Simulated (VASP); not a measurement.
Runs of VASP 6.6.1 on BP. The structure is that of space group F-43m (No. 216), or close to it. The cells are those of the table. 

```csv
task,cell,gap on the mesh (eV),pressure (GPa)
single point,"a = 3.193, b = 3.193, c = 3.177 Å, angles 60.2, 60.2, 59.7°, 2 atoms",(a),-2.1
single point,"a = 3.209 Å, angles 60.0°, 2 atoms",1.19,-5.3
single point,"a = 3.161, b = 3.161, c = 3.209 Å, angles 59.5, 59.5, 61.0°, 2 atoms",0.69,-0.3
electric field gradients,"a = 3.209 Å, angles 60.0°, 2 atoms",1.19,-5.3
single point,"a = 3.187 Å, angles 60.0°, 2 atoms",1.16,-2.1
```

Alike in all rows: level LDA; potentials or basis VASP PAW LDA potentials, release 64 (B, P); no spin polarisation; k mesh 15 × 15 × 15; cutoff (eV) 520; smearing fermi-dirac 0.05 eV.

**Question.** Fill in the values left out.

**Answer.** (a) 1.09.

A k mesh can miss the band edges.
